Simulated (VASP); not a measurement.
# Sb (Fm-3m) in VASP: further runs

The runs below take Sb through single point, with PBE.

All numbers are computed with VASP 6.6.1; they aren't measurements. Logs are shortened: lines on timing, memory, paths and dates and some standing lists are left out, and cuts for length are marked.

## 1. The cell of the first run

It takes space group Fm-3m (No. 225, cubic). The conventional cell has a = 4.582 Å, b = 4.582 Å, c = 4.582 Å, α = 90.00°, β = 90.00°, γ = 90.00°. Sb (site symmetry m-3m) has 12 Sb at 3.24 Å within 4.3 Å.

## 2. Single point, PBE (strained)

INCAR reads:

```
SYSTEM = Sb
ALGO = Normal
EDIFF = 1E-6
ENCUT = 520
GGA = PE
ISIF = 2
ISMEAR = 0
LASPH = .True.
LCHARG = .False.
LREAL = .False.
LWAVE = .False.
NBANDS = 8
NELM = 100
PREC = Accurate
SIGMA = 0.1
```

KPOINTS reads:

```
k-points
0
Gamma
  16 16 16
  0 0 0
```

POSCAR reads:

```
Sb
1.0
    0.0000000000      2.2907625504      2.2907625504
    2.2907625504      0.0000000000      2.2907625504
    2.2907625504      2.2907625504      0.0000000000
Sb
1
Direct
    0.0000000000      0.0000000000      0.0000000000
```

Potentials or basis: VASP PAW PBE potentials, release 64 (Sb).

The run is started by

```console
> cat potpaw_PBE.64/Sb/POTCAR > POTCAR
> mpirun -np 1 vasp_std > vasp.out
```

OUTCAR:

```text
SYSTEM = Sb
   EDIFF = 1E-6
   ENCUT = 520
   GGA = PE
   ISIF = 2
   ISMEAR = 0
   LASPH = .True.
   LREAL = .False.
   NELM = 100
   PREC = Accurate

 ion  position               nearest neighbor table
   1  0.000  0.000  0.000-

  LATTYP: Found a face centered cubic cell.
 ALAT       =     4.5815251008

  Lattice vectors:

 A1 = (   0.0000000000,   2.2907625504,   2.2907625504)
 A2 = (   2.2907625504,   0.0000000000,   2.2907625504)
 A3 = (   2.2907625504,   2.2907625504,   0.0000000000)

Analysis of symmetry for initial positions (statically):
=====================================================================
 Subroutine PRICEL returns:
 Original cell was already a primitive cell.

 Routine SETGRP: Setting up the symmetry group for a
 face centered cubic supercell.

 Subroutine GETGRP returns: Found 48 space group operations
 (whereof 48 operations were pure point group operations)
 out of a pool of 48 trial point group operations.

The static configuration has the point symmetry O_h .

Analysis of symmetry for dynamics (positions and initial velocities):
=====================================================================
 Subroutine PRICEL returns:
 Original cell was already a primitive cell.

 Routine SETGRP: Setting up the symmetry group for a
 face centered cubic supercell.

 Subroutine GETGRP returns: Found 48 space group operations
 (whereof 48 operations were pure point group operations)
 out of a pool of 48 trial point group operations.

The dynamic configuration has the point symmetry O_h .

 Subroutine INISYM returns: Found 48 space group operations
 (whereof 48 operations are pure point group operations),
 and found     1 'primitive' translations

----------------------------------------------------------------------------------------

                                     Primitive cell

  volume of cell :      24.0420

  direct lattice vectors                    reciprocal lattice vectors
     0.000000000  2.290762550  2.290762550    -0.218267930  0.218267930  0.218267930
     2.290762550  0.000000000  2.290762550     0.218267930 -0.218267930  0.218267930
     2.290762550  2.290762550  0.000000000     0.218267930  0.218267930 -0.218267930

  length of vectors
     3.239627467  3.239627467  3.239627467     0.378051144  0.378051144  0.378051144

  position of ions in fractional coordinates (direct lattice)
     0.000000000  0.000000000  0.000000000

  ion indices of the primitive-cell ions
   primitive index   ion index
                 1           1

----------------------------------------------------------------------------------------

 KPOINTS: k-points

Automatic generation of k-mesh.
 Grid dimensions read from file:
 generate k-points for:   16   16   16

 Generating k-lattice:

  Cartesian coordinates                     Fractional coordinates (reciprocal lattice)
    -0.013641746  0.013641746  0.013641746     0.062500000  0.000000000  0.000000000
     0.013641746 -0.013641746  0.013641746     0.000000000  0.062500000  0.000000000
     0.013641746  0.013641746 -0.013641746     0.000000000  0.000000000  0.062500000

  Length of vectors
     0.023628197  0.023628197  0.023628197

  Shift w.r.t. Gamma in fractional coordinates (k-lattice)
     0.000000000  0.000000000  0.000000000

 Subroutine IBZKPT returns following result:
 ===========================================

 Found    145 irreducible k-points:

 Following reciprocal coordinates:
            Coordinates               Weight
  0.000000  0.000000  0.000000      1.000000
  0.062500  0.000000  0.000000      8.000000
  0.125000  0.000000  0.000000      8.000000
  0.187500  0.000000  0.000000      8.000000
  0.250000  0.000000  0.000000      8.000000
  0.312500  0.000000  0.000000      8.000000
[... 16 lines left out ...]
 -0.125000  0.062500  0.000000     24.000000
 -0.062500  0.062500  0.000000     12.000000
 [... further k-points ...]
   k-points           NKPTS =    145   k-points in BZ     NKDIM =    145   number of bands    NBANDS=      8
   number of dos      NEDOS =    301   number of ions     NIONS =      1
   total plane-waves  NPLWV =  13824
   dimension x,y,z NGX =    24 NGY =   24 NGZ =   24
   dimension x,y,z NGXF=    48 NGYF=   48 NGZF=   48
   ions per type =               1
   NGX,Y,Z   is equivalent  to a cutoff of  12.32, 12.32, 12.32 a.u.
   NGXF,Y,Z  is equivalent  to a cutoff of  24.63, 24.63, 24.63 a.u.
 SYSTEM =  Sb
   PREC   = accura    normal or accurate (medium, high low for compatibility)
   ISTART =      0    job   : 0-new  1-cont  2-samecut
   ICHARG =      2    charge: 1-file 2-atom 10-const
   ISPIN  =      1    spin polarized calculation?
   LNONCOLLINEAR =      F non collinear calculations
   LSORBIT =      F    spin-orbit coupling
   LASPH  =      T    aspherical Exc in radial PAW
   ENCUT  =  520.0 eV  38.22 Ry    6.18 a.u.   6.02  6.02  6.02*2*pi/ulx,y,z
   NELM   =    100;   NELMIN=  2; NELMDL= -5     # of ELM steps
   EDIFF  = 0.1E-05   stopping-criterion for ELM
   LREAL  =      F    real-space projection
   EDIFFG = 0.1E-04   stopping-criterion for IOM
   NSW    =      0    number of steps for IOM
   IBRION =     -1    ionic relax: 0-MD 1-quasi-New 2-CG
   NFREE  =      0    steps in history (QN), initial steepest desc. (CG)
   ISIF   =      2    stress and relaxation
   ISYM   =      2    0-nonsym 1-usesym 2-fastsym
   POTIM  = 0.5000    time-step for ionic-motion
   TEBEG  =    0.0;   TEEND  =   0.0 temperature during run
   PSTRESS=    0.0 pullay stress
   NELECT =       5.0000    total number of electrons
   NUPDOWN=      -1.0000    fix difference up-down
   EMIN   =  10.00;   EMAX   =-10.00  energy-range for DOS
   EFERMI =   0.00;   METHOD = LEGACY
   ISMEAR =     0;   SIGMA  =   0.10  broadening in eV -4-tet -1-fermi 0-gaus
   EFERMI_NEDOS =   21; number of points for ismear=-14 and -15
   IALGO  =     38    algorithm
   IMIX   =      4    mixing-type and parameters
     AMIX     =   0.40;   BMIX     =  1.00
     AMIX_MAG =   1.60;   BMIX_MAG =  1.00
  volume/ion in A,a.u.               =      24.04       162.24
  Fermi-wavevector in a.u.,A,eV,Ry     =   0.969932  1.832906 12.799935  0.940769
  Thomas-Fermi vector in A             =   2.100026
   LORBIT       =      0    0 simple, 1 ext, 2 COOP (PROOUT), +10 PAW based schemes
   GGA     = PE    functional components
   LHFCALC =     F    Hartree Fock is set to
   AEXX    =    0.0000 exact exchange contribution
   IVDW    =     0    specifies the selected vdW correction
   LEPSILON=     F    determine dielectric tensor
   LRPA    =     F    only Hartree local field effects (RPA)
 non-spin polarized calculation
 Gauss-broadening in eV      SIGMA  =   0.10
  energy-cutoff  :      520.00
  volume of cell :       24.04
 maximum number of plane-waves:       660
   NGX = 13   NGY = 13   NGZ = 13

 number of electron       5.0000000 magnetization

 Free energy of the ion-electron system (eV)
  ---------------------------------------------------
  ext. energy  EPLUGINS =         0.00000000
  ---------------------------------------------------
  free energy    TOTEN  =        -3.72314318 eV

  energy without entropy =       -3.71932126  energy(sigma->0) =       -3.72123222

 E-fermi :  10.0853     XC(G=0): -10.7377

 val. band max:       10.0606105213   @ k =   0.4375   0.2500   0.0000
 cond. band min:      10.1176763848   @ k =   0.5000   0.2500   0.0625
 fundamental gap:      0.0570658635
 Fermi energy:        10.0853226238

 k-point     1 :       0.0000    0.0000    0.0000
  band No.  band energies     occupation
      1      -3.7899      2.00000
      2      16.2805      0.00000
      3      16.2805      0.00000
      4      16.2805      0.00000
      5      20.2921      0.00000
      6      20.4181      0.00000
      7      20.4181      0.00000
      8      20.4181      0.00000

 k-point     2 :       0.0625    0.0000    0.0000
  band No.  band energies     occupation
      1      -3.7039      2.00000
      2      15.3697      0.00000
      3      16.1460      0.00000
      4      16.1460      0.00000
      5      19.4854      0.00000
      6      20.6283      0.00000
      7      20.6283      0.00000
      8      21.8824      0.00000

 k-point     3 :       0.1250    0.0000    0.0000
  band No.  band energies     occupation
      1      -3.4461      2.00000
      2      13.4691      0.00000
      3      15.8177      0.00000
      4      15.8177      0.00000
      5      19.1020      0.00000
      6      21.1255      0.00000
      7      21.1255      0.00000
      8      23.2916      0.00000

 k-point     4 :       0.1875    0.0000    0.0000
  band No.  band energies     occupation
      1      -3.0180      2.00000
      2      11.3647      0.00000
      3      15.4222      0.00000
      4      15.4222      0.00000
      5      18.8698      0.00000
      6      21.3673      0.00000
      7      21.3673      0.00000
      8      22.9719      0.00000

 k-point     5 :       0.2500    0.0000    0.0000
  band No.  band energies     occupation
      1      -2.4230      2.00000
      2       9.2997      2.00000
      3      15.0429      0.00000
      4      15.0429      0.00000
      5      18.7350      0.00000
      6      20.8903      0.00000
      7      20.8903      0.00000
      8      22.0369      0.00000

 k-point     6 :       0.3125    0.0000    0.0000
  band No.  band energies     occupation
      1      -1.6706      2.00000
      2       7.3634      2.00000
      3      14.7228      0.00000
      4      14.7228      0.00000
      5      18.6991      0.00000
      6      20.3092      0.00000
      7      20.3092      0.00000
      8      21.1930      0.00000

 k-point     7 :       0.3750    0.0000    0.0000
  band No.  band energies     occupation
      1      -0.7881      2.00000
      2       5.6181      2.00000
      3      14.4835      0.00000
      4      14.4835      0.00000
      5      18.7640      0.00000
      6      19.8528      0.00000
      7      19.8528      0.00000
      8      20.4858      0.00000

 k-point     8 :       0.4375    0.0000    0.0000
  band No.  band energies     occupation
      1       0.1243      2.00000
      2       4.1821      2.00000
      3      14.3363      0.00000
      4      14.3363      0.00000
      5      18.9133      0.00000
      6      19.5689      0.00000
      7      19.5689      0.00000
      8      19.9474      0.00000

 k-point     9 :       0.5000    0.0000    0.0000
  band No.  band energies     occupation
      1       0.6301      2.00000
      2       3.5009      2.00000
      3      14.2867      0.00000
      4      14.2867      0.00000
      5      19.0304      0.00000
      6      19.4729      0.00000
      7      19.4729      0.00000
      8      19.7002      0.00000

 k-point    10 :       0.0625    0.0625    0.0000
  band No.  band energies     occupation
      1      -3.6752      2.00000
      2      15.7302      0.00000
      3      15.7302      0.00000
      4      15.8281      0.00000
      5      18.9973      0.00000
      6      21.0649      0.00000
      7      21.0649      0.00000
      8      21.9004      0.00000
[... 78 lines left out ...]
 k-point    18 :      -0.4375    0.0625    0.0000
  band No.  band energies     occupation
      1       0.4502      2.00000
      2       3.9075      2.00000
      3      13.4457      0.00000
      4      14.2316      0.00000
      5      18.4941      0.00000
      6      19.5111      0.00000
      7      19.7063      0.00000
      8      21.3439      0.00000

 k-point    19 :      -0.3750    0.0625    0.0000
  band No.  band energies     occupation
      1      -0.4042      2.00000
      2       5.1686      2.00000
      3      13.3881      0.00000
      4      14.5630      0.00000
      5      18.8559      0.00000
      6      19.4058      0.00000
      7      19.7327      0.00000
      8      21.7535      0.00000

 k-point    20 :      -0.3125    0.0625    0.0000
  band No.  band energies     occupation
      1      -1.3137      2.00000
      2       6.8257      2.00000
      3      13.4592      0.00000
      4      14.9741      0.00000
      5      19.1299      0.00000
      6      19.6212      0.00000
      7      19.9455      0.00000
      8      22.3161      0.00000

 k-point    21 :      -0.2500    0.0625    0.0000
  band No.  band energies     occupation
      1      -2.1133      2.00000
      2       8.6984      2.00000
      3      13.6606      0.00000
      4      15.4271      0.00000
      5      19.1822      0.00000
      6      20.2850      0.00000
      7      20.3365      0.00000
      8      22.9014      0.00000

 k-point    22 :      -0.1875    0.0625    0.0000
  band No.  band energies     occupation
      1      -2.7618      2.00000
      2      10.7144      0.00000
      3      13.9890      0.00000
      4      15.8676      0.00000
      5      19.2380      0.00000
      6      20.8123      0.00000
      7      21.1122      0.00000
      8      22.3159      0.00000

 k-point    23 :      -0.1250    0.0625    0.0000
  band No.  band energies     occupation
      1      -3.2460      2.00000
      2      12.7877      0.00000
      3      14.4404      0.00000
      4      16.2106      0.00000
      5      19.2859      0.00000
      6      20.8463      0.00000
      7      21.6432      0.00000
      8      22.2919      0.00000

 k-point    24 :      -0.0625    0.0625    0.0000
  band No.  band energies     occupation
      1      -3.5606      2.00000
      2      14.6040      0.00000
      3      15.1180      0.00000
      4      16.3316      0.00000
      5      19.2994      0.00000
      6      20.5645      0.00000
      7      21.2407      0.00000
      8      22.9810      0.00000

 [... further k-points ...]

------------------------ aborting loop because EDIFF is reached ----------------------------------------

  FORCE on cell =-STRESS in cart. coord.  units (eV):
  Direction    XX          YY          ZZ          XY          YZ          ZX
  --------------------------------------------------------------------------------------
  -------------------------------------------------------------------------------------
  Total        1.5613386      1.5613386      1.5613386     -0.0000000     -0.0000000     -0.0000000
  in kB      104.0488912    104.0488912    104.0488912     -0.0000000     -0.0000000     -0.0000000
  external PRESSURE =     104.0488912 kB  Pullay stress =       0.0000000 kB

 VOLUME and BASIS-vectors are now :
 -----------------------------------------------------------------------------
  energy-cutoff  :      520.00
  volume of cell :       24.04
      direct lattice vectors                 reciprocal lattice vectors
     0.000000000  2.290762550  2.290762550    -0.218267930  0.218267930  0.218267930
     2.290762550  0.000000000  2.290762550     0.218267930 -0.218267930  0.218267930
     2.290762550  2.290762550  0.000000000     0.218267930  0.218267930 -0.218267930

 POSITION                                       TOTAL-FORCE (eV/Angst)
 -----------------------------------------------------------------------------------
      0.00000      0.00000      0.00000        -0.000000     -0.000000      0.000000
 -----------------------------------------------------------------------------------
    total drift:                                0.000000      0.000000     -0.000000

  FREE ENERGIE OF THE ION-ELECTRON SYSTEM (eV)
  ---------------------------------------------------
  free  energy   TOTEN  =        -3.7231431781 eV

  energy  without entropy=       -3.7193212616  energy(sigma->0) =       -3.72123222
```

Run time: 5.8 s. Hardware: 1 thread of Intel Xeon 6975P-C (Granite Rapids), shared host; peak memory 0.15 GiB.

Results:

```
Free energy : -3.7231 eV
Pressure    : 10.4 GPa
```

Levels at points of the mesh, in eV from the Fermi level:
```
           k point  band 1  band 2  band 3  band 4  band 5  band 6
(0.00, 0.00, 0.00)  -13.88    6.20    6.20    6.20   10.21   10.33
(0.50, 0.00, 0.00)   -9.46   -6.58    4.20    4.20    8.95    9.39
(0.50, 0.50, 0.00)   -7.48   -5.57    0.39    0.39    4.27    4.56
```

Caveat: the cell differs from its parent crystal (strained); spin-orbit coupling is left out, which moves the levels of the heavy elements.

(Part 1 of 2 ends here.)
